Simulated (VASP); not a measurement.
Wanted: the native input for a VASP 6.6.1 run.

- Task: single point
- Functional: PBEsol
- Potentials or basis: VASP PAW PBE potentials, release 64 (Li_sv, H)
- Cutoff: 520 eV
- k mesh: 10 × 10 × 10
- Occupations: gaussian, width 0.01 eV
- Spin: no spin polarisation
- Dipole correction: no
- Further INCAR settings: ALGO = Normal; EDIFF = 1e-06; NBANDS = 9

The structure of LiH lies in POSCAR:

```
LiH
1.0
    1.8942366080      1.8942366080      0.0000000000
   -1.8942366080      1.8942366080      0.0000000000
    0.0000000000      1.8942366080      1.8942366080
Li H
1 1
Direct
    0.0000000000      0.0000000000      0.0000000000
    0.5000000000      0.5000000000      0.0000000000
```

These files were run (other wordings do the same):

INCAR

```
PREC     = Accurate       # precision mode
ENCUT    = 520            # plane-wave cutoff, eV
EDIFF    = 1E-6           # SCF threshold, eV
ISMEAR   = 0              # smearing method
SIGMA    = 0.01           # smearing width, eV
LREAL    = False          # projectors in reciprocal space
LASPH    = True           # aspherical terms in the spheres
NELM     = 80             # most SCF steps
ALGO     = Normal         # electronic algorithm
ISIF     = 2              # what is computed and relaxed
LWAVE    = False          # write WAVECAR
LCHARG   = True           # write CHGCAR
GGA      = PS             # functional
LELF     = True           # ELF
LVHAR    = True         
NBANDS   = 9              # bands
```

KPOINTS

```
regular mesh
0
Gamma
  10 10 10
```

Potentials or basis: VASP PAW PBE potentials, release 64 (Li_sv, H).

Command:

```sh
$ cat potpaw_PBE.64/Li_sv/POTCAR potpaw_PBE.64/H/POTCAR > POTCAR
$ mpirun -np 1 vasp_std > vasp.out
```

Results of the run:

```yaml
Band_gap_on_the_k_mesh: 2.58 eV, direct
```

It took 13 s on 1 thread of AMD EPYC 7R13, with other jobs on the host, peak memory 0.09 GiB.
